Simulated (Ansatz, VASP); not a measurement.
C in VASP and in Ansatz

```
C
1.0
     0.00000    1.78582    1.78582
     1.78582    0.00000    1.78582
     1.78582    1.78582    0.00000
C
2
Cartesian
  0.8929 0.8929 0.8929
  0.0000 0.0000 0.0000
```

Alike in both runs: functional PBE; k mesh 8 × 8 × 8; occupations gaussian, width 0.1 eV; no spin polarisation.

Ansatz relaxed the structure, and its values are those at the end. VASP's run is a single point on that final structure, the one shown.

```csv
,VASP,Ansatz
version,VASP 6.6.1,Ansatz 0.2.0
potentials or method,"VASP PAW PBE potentials, release 64 (C), cutoff 520 eV","scalar-relativistic, plane waves, PAW"
valence electrons in the cell,8,8
```

Ansatz gave:

- gap on the k mesh at the Fermi level (eV): 4.13
- least direct gap on the mesh (eV): 5.58
- pressure (GPa): 0.0

What did VASP give for the same quantities?

gap on the k mesh at the Fermi level (eV): 4.12; least direct gap on the mesh (eV): 5.58; pressure (GPa): 0.6.

With one functional, cell and mesh, what is left measures potentials, basis and numerics.
